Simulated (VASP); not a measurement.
# NbAs (I4_1md) in VASP: further runs

Aim: see how the results for NbAs move with the level of theory and the settings. Levels: LDA, PBE. Tasks: single point.

All numbers are computed with VASP 6.6.1; they aren't measurements. Logs are shortened: lines on timing, memory, paths and dates and some standing lists are left out, and cuts for length are marked.

### 1 The cell of the first run

The structure is tetragonal, space group I4_1md (No. 109). Conventional cell: a = 3.452 Å, b = 3.452 Å, c = 11.680 Å, α = 90.00°, β = 90.00°, γ = 90.00°. Nb (site symmetry 2mm) has 6 As at 2.60 to 2.63 Å and 4 Nb at 3.39 Å within 3.4 Å. As (site symmetry 2mm) has 6 Nb at 2.60 to 2.63 Å and 4 As at 3.39 Å within 3.4 Å.

### 2 Single point, LDA

The input, INCAR:

```
ALGO = Normal
EDIFF = 1E-7
ENCUT = 520
ISIF = 2
ISMEAR = -1
LASPH = T
LCHARG = F
LREAL = F
LWAVE = F
NBANDS = 26
NELM = 60
PREC = Accurate
SIGMA = 0.05
```

The input, KPOINTS:

```
k-points
0
Gamma
  11 11 11
```

The input, POSCAR:

```
NbAs
1.0
   -1.7258500000      1.7258500000      5.8400000000
    1.7258500000     -1.7258500000      5.8400000000
    1.7258500000      1.7258500000     -5.8400000000
Nb As
2 2
Direct
    0.5000000000      0.0000000000      0.5000000000
    0.7500000000      0.7500000000      0.0000000000
    0.9160000000      0.4160000000      0.5000000000
    0.1660000000      0.1660000000      0.0000000000
```

Potentials or basis: VASP PAW LDA potentials, release 64 (Nb_sv, As).

Run with:

```sh
$ cat potpaw_LDA.64/Nb_sv/POTCAR potpaw_LDA.64/As/POTCAR > POTCAR
$ mpirun -np 1 vasp_std > vasp.out
```

OUTCAR:

```text
EDIFF = 1E-7
   ENCUT = 520
   ISIF = 2
   ISMEAR = -1
   LASPH = T
   LREAL = F
   NELM = 60
   PREC = Accurate

 ion  position               nearest neighbor table
   1  0.500  0.000  0.500-   4 2.60   4 2.60   3 2.63   3 2.63   3 2.63   3 2.63
   2  0.750  0.750  0.000-   3 2.60   3 2.60   4 2.63   4 2.63   4 2.63   4 2.63
   3  0.916  0.416  0.500-   2 2.60   2 2.60   1 2.63   1 2.63   1 2.63   1 2.63
   4  0.166  0.166  0.000-   1 2.60   1 2.60   2 2.63   2 2.63   2 2.63   2 2.63

  LATTYP: Found a body centered tetragonal cell.
 ALAT       =     3.4517000000
 C/A-ratio  =     3.3838398470

  Lattice vectors:

 A1 = (  -1.7258500000,   1.7258500000,   5.8400000000)
 A2 = (   1.7258500000,  -1.7258500000,   5.8400000000)
 A3 = (   1.7258500000,   1.7258500000,  -5.8400000000)

Analysis of symmetry for initial positions (statically):
=====================================================================
 Subroutine PRICEL returns:
 Original cell was already a primitive cell.

 Routine SETGRP: Setting up the symmetry group for a
 body centered tetragonal supercell.

 Subroutine GETGRP returns: Found  8 space group operations
 (whereof  4 operations were pure point group operations)
 out of a pool of 16 trial point group operations.

The static configuration has the point symmetry C_2v.
 The point group associated with its full space group is C_4v.

Analysis of symmetry for dynamics (positions and initial velocities):
=====================================================================
 Subroutine PRICEL returns:
 Original cell was already a primitive cell.

 Routine SETGRP: Setting up the symmetry group for a
 body centered tetragonal supercell.

 Subroutine GETGRP returns: Found  8 space group operations
 (whereof  4 operations were pure point group operations)
 out of a pool of 16 trial point group operations.

The dynamic configuration has the point symmetry C_2v.
 The point group associated with its full space group is C_4v.

 Subroutine INISYM returns: Found  8 space group operations
 (whereof  4 operations are pure point group operations),
 and found     1 'primitive' translations

----------------------------------------------------------------------------------------

                                     Primitive cell

  volume of cell :      69.5791

[... 84 lines left out ...]
   ISTART =      0    job   : 0-new  1-cont  2-samecut
   ICHARG =      2    charge: 1-file 2-atom 10-const
   ISPIN  =      1    spin polarized calculation?
   LNONCOLLINEAR =      F non collinear calculations
   LSORBIT =      F    spin-orbit coupling
   LASPH  =      T    aspherical Exc in radial PAW
   ENCUT  =  520.0 eV  38.22 Ry    6.18 a.u.  11.77 11.77 11.77*2*pi/ulx,y,z
   NELM   =     60;   NELMIN=  2; NELMDL= -5     # of ELM steps
   EDIFF  = 0.1E-06   stopping-criterion for ELM
   LREAL  =      F    real-space projection
   EDIFFG = 0.1E-05   stopping-criterion for IOM
   NSW    =      0    number of steps for IOM
   IBRION =     -1    ionic relax: 0-MD 1-quasi-New 2-CG
   NFREE  =      0    steps in history (QN), initial steepest desc. (CG)
   ISIF   =      2    stress and relaxation
   ISYM   =      2    0-nonsym 1-usesym 2-fastsym
   POTIM  = 0.5000    time-step for ionic-motion
   TEBEG  =    0.0;   TEEND  =   0.0 temperature during run
   PSTRESS=    0.0 pullay stress
   NELECT =      36.0000    total number of electrons
   NUPDOWN=      -1.0000    fix difference up-down
   EMIN   =  10.00;   EMAX   =-10.00  energy-range for DOS
   EFERMI =   0.00;   METHOD = LEGACY
   ISMEAR =    -1;   SIGMA  =   0.05  broadening in eV -4-tet -1-fermi 0-gaus
   EFERMI_NEDOS =   21; number of points for ismear=-14 and -15
   IALGO  =     38    algorithm
   IMIX   =      4    mixing-type and parameters
     AMIX     =   0.40;   BMIX     =  1.00
     AMIX_MAG =   1.60;   BMIX_MAG =  1.00
  volume/ion in A,a.u.               =      17.39       117.39
  Fermi-wavevector in a.u.,A,eV,Ry     =   1.314264  2.483599 23.501213  1.727290
  Thomas-Fermi vector in A             =   2.444529
   LORBIT       =      0    0 simple, 1 ext, 2 COOP (PROOUT), +10 PAW based schemes
   GGA     = CA    functional components
   LHFCALC =     F    Hartree Fock is set to
   AEXX    =    0.0000 exact exchange contribution
   IVDW    =     0    specifies the selected vdW correction
   LEPSILON=     F    determine dielectric tensor
   LRPA    =     F    only Hartree local field effects (RPA)
 non-spin polarized calculation
  energy-cutoff  :      520.00
  volume of cell :       69.58
 maximum number of plane-waves:      1896
   NGX = 23   NGY = 23   NGZ = 23

 number of electron      35.9999999 magnetization

 Free energy of the ion-electron system (eV)
  ---------------------------------------------------
  ext. energy  EPLUGINS =         0.00000000
  ---------------------------------------------------
  free energy    TOTEN  =       -36.33653742 eV

  energy without entropy =      -36.33034607  energy(sigma->0) =      -36.33344174

 E-fermi :   9.5587     XC(G=0): -12.0174

 val. band max:        9.5337580114   @ k =  -0.0909   0.4545   0.0909
 cond. band min:       9.5654136492   @ k =  -0.1818  -0.4545   0.1818
 fundamental gap:      0.0316556378
 Fermi energy:         9.5587471000

 k-point     1 :       0.0000    0.0000    0.0000
  band No.  band energies     occupation
      1     -45.2431      2.00000
      2     -45.2138      2.00000
      3     -21.6319      2.00000
      4     -21.5224      2.00000
      5     -21.5224      2.00000
      6     -21.3581      2.00000
[... 685 lines left out ...]
     25      13.3122      0.00000
     26      14.7858      0.00000

 [... further k-points ...]
[... 5 lines left out ...]
  --------------------------------------------------------------------------------------
  -------------------------------------------------------------------------------------
  Total       -2.4798354     -2.4798354     -1.8465559      0.0000000      0.0000000      0.0000000
  in kB      -57.1024181    -57.1024181    -42.5200837      0.0000000      0.0000000      0.0000000
  external PRESSURE =     -52.2416400 kB  Pullay stress =       0.0000000 kB

 VOLUME and BASIS-vectors are now :
 -----------------------------------------------------------------------------
  energy-cutoff  :      520.00
  volume of cell :       69.58
      direct lattice vectors                 reciprocal lattice vectors
    -1.725850000  1.725850000  5.840000000     0.000000000  0.289712316  0.085616438
     1.725850000 -1.725850000  5.840000000     0.289712316  0.000000000  0.085616438
     1.725850000  1.725850000 -5.840000000     0.289712316  0.289712316  0.000000000

 POSITION                                       TOTAL-FORCE (eV/Angst)
 -----------------------------------------------------------------------------------
      0.00000      1.72585      0.00000        -0.000000     -0.000000     -0.278630
      0.00000      0.00000      8.76000         0.000000      0.000000     -0.278630
      0.00000      1.72585      4.85888        -0.000000      0.000000      0.278630
      0.00000      0.00000      1.93888         0.000000     -0.000000      0.278630
 -----------------------------------------------------------------------------------
    total drift:                               -0.000000     -0.000000      0.000202

  FREE ENERGIE OF THE ION-ELECTRON SYSTEM (eV)
  ---------------------------------------------------
  free  energy   TOTEN  =       -36.3365374168 eV

  energy  without entropy=      -36.3303460697  energy(sigma->0) =      -36.33344174
```

Wall time 6.4 min (1 thread of Intel Xeon Platinum 8259CL at 2.50GHz (Skylake/Cascade Lake), shared host); peak memory 0.39 GiB.

Results:

```yaml
Free_energy: -36.3365 eV
Pressure: -5.2 GPa
Largest_force: 0.279 eV/Å
```

Forces in eV/Å, atoms in the order of the input:
```
Nb   0.000  0.000 -0.279
Nb   0.000  0.000 -0.279
As   0.000  0.000  0.279
As   0.000  0.000  0.279
```

### 3 Single point, PBE

The input, INCAR:

```
SYSTEM = NbAs
  ALGO = Normal
  EDIFF = 1E-7
  ENCUT = 520
  GGA = PE
  ISIF = 2
  ISMEAR = -1
  LASPH = .True.
  LCHARG = .True.
  LELF = .True.
  LREAL = .False.
  LVHAR = .True.
  LWAVE = .False.
  NBANDS = 26
  NELM = 100
  PREC = Accurate
  SIGMA = 0.05
```

The input, KPOINTS:

```
k-points
0
Gamma
  6 6 6
  0 0 0
```

POSCAR is that of step 2.

Potentials or basis: VASP PAW PBE potentials, release 64 (Nb_sv, As).

Run with:

```sh
$ cat potpaw_PBE.64/Nb_sv/POTCAR potpaw_PBE.64/As/POTCAR > POTCAR
$ mpirun -np 1 vasp_std > vasp.out
```

It took 89 s on 1 thread of Intel Xeon Platinum 8488C (Sapphire Rapids), shared host; peak memory 0.33 GiB.

Results (log left out):

```
Free energy            : -32.4831 eV
Pressure               : 3.4 GPa
Largest force          : 0.291 eV/Å
Band gap on the k mesh : 0.05 eV, direct
```

Forces in eV/Å, atoms in the order of the input:
```
Nb   0.000  0.000 -0.291
Nb   0.000  0.000 -0.291
As   0.000  0.000  0.291
As   0.000  0.000  0.291
```

Stress tensor (GPa, compression positive):
```
3.24 0.00 0.00
0.00 3.24 0.00
0.00 0.00 3.86
```

Levels at points of the mesh, in eV from the valence-band top:
```tsv
k point	band 15	band 16	band 17	band 18	band 19	band 20	band 21	band 22
(0.00, 0.00, 0.00)	-1.99	-1.63	-1.34	-1.34	0.76	1.34	2.45	3.06
(0.50, 0.00, 0.00)	-2.15	-1.84	-1.37	-0.02	0.09	1.20	2.17	2.33
(0.50, 0.50, 0.00)	-2.76	-2.76	-0.55	-0.55	2.45	2.45	2.74	2.74
(0.50, 0.50, 0.50)	-2.47	-2.47	-0.47	-0.47	1.04	1.04	1.95	1.95
```

Caveat: the k points lie up to 0.43 Å⁻¹ apart. A k mesh can miss the band edges.
